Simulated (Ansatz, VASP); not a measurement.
## C: VASP beside Ansatz

POSCAR

```
C
1.0
   -2.4655455167      2.4655455167      2.4655455167
    2.4655455167     -2.4655455167      2.4655455167
    2.4655455167      2.4655455167     -2.4655455167
C
8
Direct
    0.3254551632      0.0000000000      0.0000000000
    0.6745448368      0.6745448368      0.6745448368
    0.0000000000      0.3254551632      0.0000000000
    0.0000000000      0.0000000000      0.3254551632
    0.0000000000      0.6745448368      0.0000000000
    0.3254551632      0.3254551632      0.3254551632
    0.6745448368      0.0000000000      0.0000000000
    0.0000000000      0.0000000000      0.6745448368
```

Contents of INCAR.step1:

```
SYSTEM = C
ALGO = Normal
EDIFF = 1E-4
ENCUT = 520
GGA = PE
ISMEAR = 0
LASPH = .TRUE.
LCHARG = .FALSE.
LREAL = .FALSE.
LWAVE = .TRUE.
NBANDS = 26
NELM = 100
PREC = Accurate
SIGMA = 0.05
```

Contents of INCAR.step2:

```
SYSTEM = C
ALGO = Normal
EDIFF = 1E-7
ENCUT = 520
ISIF = 2
ISMEAR = 0
ISTART = 1
LASPH = .TRUE.
LCHARG = .FALSE.
LMIXTAU = .TRUE.
LREAL = .FALSE.
LWAVE = .FALSE.
METAGGA = R2SCAN
NBANDS = 26
NELM = 100
PREC = Accurate
SIGMA = 0.05
```

The input KPOINTS:

```
k-points
0
G
  8 8 8
  0 0 0
```

Input for Ansatz:

```yaml
crystal:
  lattice:
    - [-2.4655455167, 2.4655455167, 2.4655455167]
    - [2.4655455167, -2.4655455167, 2.4655455167]
    - [2.4655455167, 2.4655455167, -2.4655455167]
  atoms:
    - { symbol: C, position: [0.3254551632, 0.0, 0.0] }
    - { symbol: C, position: [0.6745448368, 0.6745448368, 0.6745448368] }
    - { symbol: C, position: [0.0, 0.3254551632, 0.0] }
    - { symbol: C, position: [0.0, 0.0, 0.3254551632] }
    - { symbol: C, position: [0.0, 0.6745448368, 0.0] }
    - { symbol: C, position: [0.3254551632, 0.3254551632, 0.3254551632] }
    - { symbol: C, position: [0.6745448368, 0.0, 0.0] }
    - { symbol: C, position: [0.0, 0.0, 0.6745448368] }
basis:
  ecutwfc: 500
kpoints:
  mp_grid: { grid: [8, 8, 8] }
hamiltonian:
  xc: r2scan
scf:
  occupations: { method: gaussian, width: 0.05 }
output:
  forces: true
  stress: true
  eigenvalues: true
```

Change from the starting cell: strain +0.015 along x and y, +0.015 along z, atoms carried along.

Alike in both runs: task single point; functional r2SCAN; k mesh 8 × 8 × 8; occupations gaussian, width 0.05 eV; no spin polarisation.

|  | VASP | Ansatz |
| --- | --- | --- |
| version | VASP 6.6.1 | Ansatz 0.2.0 |
| potentials or method | VASP PAW PBE potentials, release 64 (C), cutoff 520 eV | scalar-relativistic, plane waves, PAW |
| valence electrons in the cell | 32 | 32 |

|  | VASP | Ansatz | Ansatz less VASP |
| --- | --- | --- | --- |
| gap on the k mesh at the Fermi level (eV) | 3.08 | 3.09 | +0.013 |
| least direct gap on the mesh (eV) | 4.08 | 4.11 | +0.034 |
| pressure (GPa) | -12.7 | -13.5 | -0.75 |
| rms of the force components (eV/Å) | 0.101 | 0.120 | +0.0196 |

VASP's potentials were made for PBE, not for r2SCAN. Atom by atom the forces differ by 0.020 eV/Å (rms over components).
